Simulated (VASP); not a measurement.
A run of VASP 6.6.1 is set up as follows.

File INCAR:

```
PREC = Accurate
ENCUT = 600
EDIFF = 1E-6
ISMEAR = -1
SIGMA = 0.05
LREAL = F
LASPH = T
NELM = 200
ALGO = Normal
ISIF = 2
LWAVE = F
LCHARG = F
ISPIN = 2
MAGMOM = 2 2 0 0 0 0
LORBIT = 11
LMAXMIX = 4
GGA = CA
NBANDS = 38
GGA_COMPAT = F
```

File KPOINTS:

```
regular mesh
0
Gamma
  5 5 8
```

The input POSCAR:

```
VO2
1.0
    4.4995963994      0.0000000000      0.0000000000
    0.0000000000      4.4995963994      0.0000000000
    0.0000000000      0.0000000000      2.8497443863
V O
2 4
Direct
    0.0000000000      0.0000000000      0.0000000000
    0.5000000000      0.5000000000      0.5000000000
    0.3050000000      0.3050000000      0.0000000000
    0.1950000000      0.8050000000      0.5000000000
    0.6950000000      0.6950000000      0.0000000000
    0.8050000000      0.1950000000      0.5000000000
```

Potentials or basis: VASP PAW LDA potentials, release 64 (V_sv, O).

Run with:

```sh
$ cat potpaw_LDA.64/V_sv/POTCAR potpaw_LDA.64/O/POTCAR > POTCAR
$ mpirun -np 1 vasp_std > vasp.out
```

Q: Predict the site moments.

A: V +0.92; O -0.03 μB.

Q: Predict the net moment.

A: 1.86 μB per cell.

Q: Estimate the largest force.

A: 0.601 eV/Å.

Stress tensor (GPa, compression positive):
```
-2.74  0.00  0.00
 0.00 -2.74  0.00
 0.00  0.00 -8.81
```

Caveat: the cell stands under tension.
